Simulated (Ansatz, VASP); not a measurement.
BaS: VASP beside Ansatz

File INCAR:

```
  PREC = Accurate
  ENCUT = 520
  EDIFF = 1E-7
  ISMEAR = -1
  SIGMA = 0.02
  LREAL = F
  LASPH = T
  NELM = 60
  ALGO = Normal
  ISIF = 2
  LWAVE = F
  LCHARG = T
  GGA = PE
  LELF = T
  LVHAR = T
  NBANDS = 15
```

File KPOINTS:

```
Automatic mesh
0
Gamma
  8 8 8
```

File POSCAR:

```
BaS
1.0
    0.0000000000      3.1078440447      3.2119099263
    3.1078440447      0.0000000000      3.2119099263
    3.1078440447      3.1078440447      0.0000000000
Ba S
1 1
Direct
    0.0000000000      0.0000000000      0.0000000000
    0.5000000000      0.5000000000      0.5000000000
```

Input for Ansatz:

```yaml
crystal:
  lattice:
    - [0.0, 3.1078440447, 3.2119099263]
    - [3.1078440447, 0.0, 3.2119099263]
    - [3.1078440447, 3.1078440447, 0.0]
  atoms:
    - { symbol: Ba, position: [0.0, 0.0, 0.0] }
    - { symbol: S, position: [0.5, 0.5, 0.5] }
kpoints:
  mp_grid: { grid: [8, 8, 8] }
  band_path:
    path:
      - [0.0, 0.0, 0.0]
      - [0.5, 0.0, 0.5]
      - [0.625, 0.25, 0.625]
      - [0.375, 0.375, 0.75]
      - [0.5, 0.5, 0.5]
      - [0.5, 0.25, 0.75]
      - [0.0, 0.5, 0.5]
    npoints: 1
hamiltonian:
  xc: pbe
scf:
  occupations: { method: fermi_dirac, width: 0.02 }
  n_extra_bands: 4
output:
  forces: true
  stress: true
  eigenvalues: true
  write_density: true
  write_potential: true
  elf: true
  volumetric_format: npy
```

Change from the starting cell: biaxial_xy strain -3.2%.

Alike in both runs: task single point; functional PBE; k mesh 8 × 8 × 8; occupations fermi-dirac, width 0.02 eV; no spin polarisation.

|  | VASP | Ansatz |
| --- | --- | --- |
| version | VASP 6.6.1 | Ansatz 0.2.0 |
| potentials or method | VASP PAW PBE potentials, release 64 (Ba_sv, S) | plane waves, PAW |
| plane-wave cutoff (eV) | 520 | 420 |
| valence electrons in the cell | 16 | 16 |

Ansatz gave:

```
gap on the k mesh at the Fermi level (eV)                     : 2.08
pressure (GPa)                                                : 3.4
traceless stress, the component that is largest in VASP (GPa) : -2.14
```

Problem. Which values does VASP return?

Solution. gap on the k mesh at the Fermi level (eV): 1.97; pressure (GPa): 4.2; traceless stress, the component that is largest in VASP (GPa): -2.33.

Neither program's run includes spin-orbit coupling.
